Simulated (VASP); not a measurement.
# NaHgH2 (P4/mmm) in VASP: a series of runs, part 2 of 2

VASP 6.6.1. Earlier steps stand in the parts before.

## (4) Relaxation of cell and atoms, PBE

This run uses another cell than the first one, of 16.58 Å³/atom, 1.192 times its volume.

Contents of INCAR:

```
SYSTEM = NaHgH2
ALGO     = Normal         ! electronic algorithm
EDIFF    = 1E-7           ! SCF threshold, eV
EDIFFG   = -0.04          ! ionic threshold
ENCUT    = 600            ! plane-wave cutoff, eV
GGA      = PE             ! functional
IBRION   = 2              ! ionic algorithm
ISIF     = 3              ! what is computed and relaxed
ISMEAR   = 0              ! smearing method
LASPH    = .TRUE.         ! aspherical terms in the spheres
LCHARG   = .FALSE.        ! write CHGCAR
LREAL    = .FALSE.        ! projectors in reciprocal space
LWAVE    = .FALSE.        ! write WAVECAR
NELM     = 80             ! most SCF steps
NSW      = 90             ! ionic steps
PREC     = Accurate       ! precision mode
SIGMA    = 0.1            ! smearing width, eV
```

Contents of KPOINTS:

```
k-points
0
G
  6 6 4
  0 0 0
```

Contents of POSCAR:

```
NaHgH2
1.0
    3.6062445800      0.0000000000      0.0000000000
    0.0000000000      3.6062445800      0.0000000000
    0.0000000000      0.0000000000      5.1000000000
Na Hg H
1 1 2
Direct
    0.0000000000      0.0000000000      0.0000000000
    0.5000000000      0.5000000000      0.5000000000
    0.0000000000      0.0000000000      0.5000000000
    0.5000000000      0.5000000000      0.0000000000
```

Potentials or basis: VASP PAW PBE potentials, release 64 (Na_pv, Hg, H).

Command:

```bash
$ cat potpaw_PBE.64/Na_pv/POTCAR potpaw_PBE.64/Hg/POTCAR potpaw_PBE.64/H/POTCAR > POTCAR
$ mpirun -np 1 vasp_std > vasp.out
```

OUTCAR:

```text
SYSTEM = NaHgH2
   EDIFF = 1E-7
   EDIFFG = -0.04
   ENCUT = 600
   GGA = PE
   IBRION = 2
   ISIF = 3
   ISMEAR = 0
   LASPH = .TRUE.
   LREAL = .FALSE.
   NELM = 80
   NSW = 90
   PREC = Accurate

 ion  position               nearest neighbor table
   1  0.000  0.000  0.000-
   2  0.500  0.500  0.500-
   3  0.000  0.000  0.500-
   4  0.500  0.500  0.000-

  LATTYP: Found a simple tetragonal cell.
 ALAT       =     3.6062445800
 C/A-ratio  =     1.4142135640

  Lattice vectors:

 A1 = (   3.6062445800,   0.0000000000,   0.0000000000)
 A2 = (   0.0000000000,   3.6062445800,   0.0000000000)
 A3 = (   0.0000000000,   0.0000000000,   5.1000000000)

Analysis of symmetry for initial positions (statically):
=====================================================================
 Subroutine PRICEL returns:
 Original cell was already a primitive cell.

 Routine SETGRP: Setting up the symmetry group for a
 simple tetragonal supercell.

 Subroutine GETGRP returns: Found 16 space group operations
 (whereof 16 operations were pure point group operations)
 out of a pool of 16 trial point group operations.

The static configuration has the point symmetry D_4h.

Analysis of symmetry for dynamics (positions and initial velocities):
=====================================================================
 Subroutine PRICEL returns:
 Original cell was already a primitive cell.

 Routine SETGRP: Setting up the symmetry group for a
 simple tetragonal supercell.

 Subroutine GETGRP returns: Found 16 space group operations
 (whereof 16 operations were pure point group operations)
 out of a pool of 16 trial point group operations.

The dynamic configuration has the point symmetry D_4h.

 Subroutine INISYM returns: Found 16 space group operations
 (whereof 16 operations are pure point group operations),
 and found     1 'primitive' translations

----------------------------------------------------------------------------------------

                                     Primitive cell

  volume of cell :      66.3255

  direct lattice vectors                    reciprocal lattice vectors
     3.606244580  0.000000000  0.000000000     0.277296777  0.000000000  0.000000000
     0.000000000  3.606244580  0.000000000     0.000000000  0.277296777  0.000000000
     0.000000000  0.000000000  5.100000000     0.000000000  0.000000000  0.196078431

  length of vectors
     3.606244580  3.606244580  5.100000000     0.277296777  0.277296777  0.196078431

  position of ions in fractional coordinates (direct lattice)
     0.000000000  0.000000000  0.000000000
     0.500000000  0.500000000  0.500000000
     0.000000000  0.000000000  0.500000000
     0.500000000  0.500000000  0.000000000

  ion indices of the primitive-cell ions
   primitive index   ion index
                 1           1
                 2           2
                 3           3
                 4           4

----------------------------------------------------------------------------------------

 KPOINTS: k-points

Automatic generation of k-mesh.
 Grid dimensions read from file:
 generate k-points for:    6    6    4

 Generating k-lattice:

[... 48 lines left out ...]
   ions per type =               1   1   2
   NGX,Y,Z   is equivalent  to a cutoff of  13.83, 13.83, 13.69 a.u.
   NGXF,Y,Z  is equivalent  to a cutoff of  27.66, 27.66, 27.38 a.u.
 SYSTEM =  NaHgH2
   PREC   = accura    normal or accurate (medium, high low for compatibility)
   ISTART =      0    job   : 0-new  1-cont  2-samecut
   ICHARG =      2    charge: 1-file 2-atom 10-const
   ISPIN  =      1    spin polarized calculation?
   LNONCOLLINEAR =      F non collinear calculations
   LSORBIT =      F    spin-orbit coupling
   LASPH  =      T    aspherical Exc in radial PAW
   ENCUT  =  600.0 eV  44.10 Ry    6.64 a.u.   7.20  7.20 10.19*2*pi/ulx,y,z
   NELM   =     80;   NELMIN=  2; NELMDL= -5     # of ELM steps
   EDIFF  = 0.1E-06   stopping-criterion for ELM
   LREAL  =      F    real-space projection
   EDIFFG = -.4E-01   stopping-criterion for IOM
   NSW    =     90    number of steps for IOM
   IBRION =      2    ionic relax: 0-MD 1-quasi-New 2-CG
   NFREE  =      1    steps in history (QN), initial steepest desc. (CG)
   ISIF   =      3    stress and relaxation
   ISYM   =      2    0-nonsym 1-usesym 2-fastsym
   POTIM  = 0.5000    time-step for ionic-motion
   TEBEG  =    0.0;   TEEND  =   0.0 temperature during run
   PSTRESS=    0.0 pullay stress
   NELECT =      21.0000    total number of electrons
   NUPDOWN=      -1.0000    fix difference up-down
   EMIN   =  10.00;   EMAX   =-10.00  energy-range for DOS
   EFERMI =   0.00;   METHOD = LEGACY
   ISMEAR =     0;   SIGMA  =   0.10  broadening in eV -4-tet -1-fermi 0-gaus
   EFERMI_NEDOS =   21; number of points for ismear=-14 and -15
   IALGO  =     38    algorithm
   IMIX   =      4    mixing-type and parameters
     AMIX     =   0.40;   BMIX     =  1.00
     AMIX_MAG =   1.60;   BMIX_MAG =  1.00
  volume/ion in A,a.u.               =      16.58       111.90
  Fermi-wavevector in a.u.,A,eV,Ry     =   1.115804  2.108563 16.939493  1.245018
  Thomas-Fermi vector in A             =   2.252412
   LORBIT       =      0    0 simple, 1 ext, 2 COOP (PROOUT), +10 PAW based schemes
   GGA     = PE    functional components
   LHFCALC =     F    Hartree Fock is set to
   AEXX    =    0.0000 exact exchange contribution
   IVDW    =     0    specifies the selected vdW correction
   LEPSILON=     F    determine dielectric tensor
   LRPA    =     F    only Hartree local field effects (RPA)
 conjugate gradient relaxation of ions
 non-spin polarized calculation
 Gauss-broadening in eV      SIGMA  =   0.10
  energy-cutoff  :      600.00
  volume of cell :       66.33
 maximum number of plane-waves:      2248
 NGX is ok and might be reduce to    30
   NGX = 15   NGY = 15   NGZ = 21

--------------------------------------- Ionic step        1  -------------------------------------------

 number of electron      21.0000008 magnetization

 Free energy of the ion-electron system (eV)
  ---------------------------------------------------
  ext. energy  EPLUGINS =         0.00000000
  ---------------------------------------------------
  free energy    TOTEN  =        -7.31258965 eV

  energy without entropy =       -7.31097127  energy(sigma->0) =       -7.31178046

------------------------ aborting loop because EDIFF is reached ----------------------------------------

  FORCE on cell =-STRESS in cart. coord.  units (eV):
  Direction    XX          YY          ZZ          XY          YZ          ZX
  --------------------------------------------------------------------------------------
  -------------------------------------------------------------------------------------
  Total       -1.3380737     -1.3380737     -2.6294903      0.0000000     -0.0000000      0.0000000
  in kB      -32.3228828    -32.3228828    -63.5187041      0.0000000     -0.0000000      0.0000000
  external PRESSURE =     -42.7214899 kB  Pullay stress =       0.0000000 kB
[... 253 lines left out ...]
--------------------------------------- Ionic step        8  -------------------------------------------

 number of electron      20.9999994 magnetization

 Free energy of the ion-electron system (eV)
  ---------------------------------------------------
  ext. energy  EPLUGINS =         0.00000000
  ---------------------------------------------------
  free energy    TOTEN  =        -7.56124486 eV

  energy without entropy =       -7.55962677  energy(sigma->0) =       -7.56043582

 E-fermi :   1.6766     XC(G=0):  -9.2658

 val. band max:        1.3838081721   @ k =   0.5000   0.3333   0.2500
 cond. band min:       1.7579150108   @ k =   0.3333   0.3333   0.2500
 fundamental gap:      0.3741068388
 Fermi energy:         1.6765789743

 k-point     1 :       0.0000    0.0000    0.0000
  band No.  band energies     occupation
      1     -22.5319      2.00000
      2     -22.5319      2.00000
      3     -22.5107      2.00000
      4      -6.5473      2.00000
      5      -5.8915      2.00000
      6      -5.3646      2.00000
      7      -4.7960      2.00000
      8      -4.7960      2.00000
      9      -4.6251      2.00000
     10       0.9914      2.00000
     11       3.4213      0.00000
     12       5.5393      0.00000
     13       7.4825      0.00000
     14       7.4825      0.00000
[... 377 lines left out ...]
      1     -22.5679      2.00000
      2     -22.5283      2.00000
      3     -22.5136      2.00000
      4      -5.2648      2.00000
      5      -5.2477      2.00000
      6      -4.8916      2.00000
      7      -4.8066      2.00000
      8      -4.7324      2.00000
      9      -2.4041      2.00000
     10      -2.3634      2.00000
     11      -1.6188      2.00000
     12       4.3495      0.00000
     13       8.2465      0.00000
     14       9.4086      0.00000

 [... further k-points ...]
[... 5 lines left out ...]
  --------------------------------------------------------------------------------------
  -------------------------------------------------------------------------------------
  Total        0.0310477      0.0310477     -0.0040310      0.0000000      0.0000000      0.0000000
  in kB        0.8951010      0.8951010     -0.1162118      0.0000000      0.0000000      0.0000000
  external PRESSURE =       0.5579967 kB  Pullay stress =       0.0000000 kB
[... 19 lines left out ...]
  FREE ENERGIE OF THE ION-ELECTRON SYSTEM (eV)
  ---------------------------------------------------
  free  energy   TOTEN  =        -7.5612448622 eV

  energy  without entropy=       -7.5596267731  energy(sigma->0) =       -7.56043582

 reached required accuracy - stopping structural energy minimisation
```

Run time: 76 s. Hardware: 1 thread of Intel Xeon 6975P-C (Granite Rapids), shared host; peak memory 0.22 GiB.

What came out:

* Free energy: -7.5612 eV
* Relaxed volume: 13.89 Å³/atom
* Relaxed cell: a = 3.537 Å, b = 3.537 Å, c = 4.442 Å, α = 90.00°, β = 90.00°, γ = 90.00°
* Space group after relaxing (to 0.05 Å): P4/mmm (No. 123)
* Energy gained by relaxing: 62.2 meV/atom
* Ionic steps: 8
* Pressure after relaxing: 0.1 GPa

Stress tensor (GPa, compression positive):
```
 0.09  0.00  0.00
 0.00  0.09  0.00
 0.00  0.00 -0.01
```

The path:
| step | energy change (eV) | largest force (eV/Å) | pressure (GPa) | volume (Å³) |
| --- | --- | --- | --- | --- |
| 1 | 0.0000 | 0.0000 | -4.27 | 66.33 |
| 2 | -0.1127 | 0.0000 | -3.25 | 62.17 |
| 3 | -0.2123 | 0.0000 | -0.77 | 56.32 |
| 4 | -0.2207 | 0.0000 | 0.92 | 53.76 |
| 5 | -0.2213 | 0.0000 | 0.48 | 54.36 |
| 6 | -0.2337 | 0.0000 | 0.49 | 54.44 |
| 7 | -0.2462 | 0.0000 | 0.72 | 54.56 |
| 8 | -0.2487 | 0.0000 | 0.06 | 55.57 |

Final structure:
```xyz
4
Lattice="3.5370 0.0000 0.0000 0.0000 3.5370 0.0000 0.0000 0.0000 4.4421" Properties=species:S:1:pos:R:3 pbc="T T T"
Na    0.0000    0.0000    0.0000
Hg    1.7685    1.7685    2.2211
H     0.0000    3.5370    2.2211
H     1.7685    1.7685    0.0000
```

Caveat: the volume moved by over 15 % at a fixed basis, so the end points are rough; spin-orbit coupling is left out, which moves the levels of the heavy elements.

## (5) Single point, PBE

This run uses another cell than the first one, of 14.73 Å³/atom, 1.059 times its volume.

Contents of INCAR:

```
PREC = Accurate
ENCUT = 520
EDIFF = 1E-6
ISMEAR = 0
SIGMA = 0.1
LREAL = F
LASPH = T
NELM = 100
ALGO = Normal
ISIF = 2
LWAVE = F
LCHARG = T
GGA = PE
LELF = T
LVHAR = T
NBANDS = 18
```

Contents of KPOINTS:

```
regular mesh
0
Gamma
  14 14 10
```

Contents of POSCAR:

```
NaHgH2
1.0
    3.7382979821      0.0000000000      0.0000000000
    0.0000000000      3.7382979821      0.0000000000
    0.0000000000      0.0000000000      4.2154341508
Na Hg H
1 1 2
Direct
    0.0000000000      0.0000000000      0.0000000000
    0.5000000000      0.5000000000      0.5000000000
    0.0000000000      0.0000000000      0.5000000000
    0.5000000000      0.5000000000      0.0000000000
```

Command:

```bash
$ cat potpaw_PBE.64/Na_pv/POTCAR potpaw_PBE.64/Hg/POTCAR potpaw_PBE.64/H/POTCAR > POTCAR
$ mpirun -np 1 vasp_std > vasp.out
```

Wall time 68 s (1 thread of Intel Xeon 6975P-C (Granite Rapids), shared host); peak memory 0.34 GiB.

Results (log left out):

```
Free energy : -7.5364 eV
Pressure    : 0.0 GPa
```

Stress tensor (GPa, compression positive):
```
0.00 0.00 0.00
0.00 0.00 0.00
0.00 0.00 0.13
```

Levels at points of the mesh, in eV from the Fermi level:
| k point | band 6 | band 7 | band 8 | band 9 | band 10 | band 11 | band 12 | band 13 | band 14 | band 15 |
| --- | --- | --- | --- | --- | --- | --- | --- | --- | --- | --- |
| (0.00, 0.00, 0.00) | -7.11 | -6.77 | -6.77 | -6.59 | -0.65 | 2.48 | 3.67 | 4.66 | 4.66 | 7.47 |
| (0.50, 0.00, 0.00) | -6.96 | -6.77 | -6.75 | -5.18 | -4.33 | 2.63 | 3.10 | 4.14 | 6.42 | 7.76 |
| (0.50, 0.50, 0.00) | -6.93 | -6.93 | -6.42 | -4.10 | -1.66 | -0.02 | -0.02 | 3.74 | 5.95 | 8.45 |
| (0.00, 0.00, 0.50) | -6.84 | -6.84 | -6.59 | -6.04 | -5.41 | 1.59 | 4.50 | 5.94 | 5.94 | 8.04 |
| (0.50, 0.00, 0.50) | -6.82 | -6.77 | -6.70 | -4.59 | -3.70 | -3.55 | 2.48 | 5.82 | 7.04 | 8.46 |
| (0.50, 0.50, 0.50) | -7.06 | -6.79 | -6.41 | -4.08 | -1.84 | -1.31 | 1.27 | 1.27 | 4.32 | 4.32 |

Caveat: spin-orbit coupling is left out, which moves the levels of the heavy elements.

## (6) Overview

```csv
task,cell,k mesh,cutoff (eV),gap on the mesh (eV),pressure (GPa)
single point,"a = 3.542, b = 3.542, c = 4.436 Å, 4 atoms",6 × 6 × 4,520,none,0.0
single point,"a = 3.606, b = 3.606, c = 5.100 Å, 4 atoms",6 × 6 × 4,520,none,-4.3
relaxation of cell and atoms,"relaxed from a = 3.606, b = 3.606, c = 5.100 Å, 4 atoms",6 × 6 × 4,600,none,0.1
single point,"a = 3.738, b = 3.738, c = 4.215 Å, 4 atoms",14 × 14 × 10,520,none,0.0
```

Alike in all rows: level PBE; potentials or basis VASP PAW PBE potentials, release 64 (Na_pv, Hg, H); no spin polarisation; smearing gaussian 0.1 eV.

Caveats: spin-orbit coupling is left out, which moves the levels of the heavy elements; the volume moved by over 15 % at a fixed basis, so the end points are rough (some runs).

Total energies depend on the potentials used, so only differences within one code and one set of settings carry meaning.
